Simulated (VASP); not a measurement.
Write the native input for VASP 6.6.1 that does the following.

```
Task                   : single point
Functional             : PBEsol
Potentials or basis    : VASP PAW PBE potentials, release 64 (Ti_sv, H)
Cutoff                 : 500 eV
k mesh                 : 17 × 17 × 17
Occupations            : fermi-dirac, width 0.1 eV
Spin                   : no spin polarisation
Dipole correction      : no
Further INCAR settings : ALGO = Normal; EDIFF = 1e-06; NBANDS = 14
```

The structure of TiH lies in POSCAR:

```
TiH
1.0
    0.0000000000      2.0067832893      2.0067832893
    2.0067832893      0.0000000000      2.0067832893
    2.0067832893      2.0067832893      0.0000000000
Ti H
1 1
Direct
    0.0000000000      0.0000000000      0.0000000000
    0.2500000000      0.2500000000      0.2500000000
```

These files were run (other wordings do the same):

INCAR

```
PREC = Accurate
ENCUT = 500
EDIFF = 1E-6
ISMEAR = -1
SIGMA = 0.1
LREAL = F
LASPH = T
NELM = 120
ALGO = Normal
ISIF = 2
LWAVE = F
LCHARG = F
GGA = PS
NBANDS = 14
GGA_COMPAT = F
```

KPOINTS

```
Automatic mesh
0
Gamma
  17 17 17
```

Potentials or basis: VASP PAW PBE potentials, release 64 (Ti_sv, H).

Launch:

```sh
$ cat potpaw_PBE.64/Ti_sv/POTCAR potpaw_PBE.64/H/POTCAR > POTCAR
$ mpirun -np 1 vasp_std > vasp.out
```

It gave:

```
Pressure               : 39.5 GPa
Band gap on the k mesh : zero (an odd number of electrons rules out a gap without spin polarisation)
```

Caveat: the cell stands under pressure; the PAW data sets were made with another functional, which shifts forces and pressure a little; an odd number of electrons without spin polarisation forces a metal; a magnetic or distorted state may lie lower.

Wall time 17 s on 1 thread of Intel(R) Xeon(R) Platinum 8488C (Sapphire Rapids), on a shared host, peak memory 0.16 GiB.
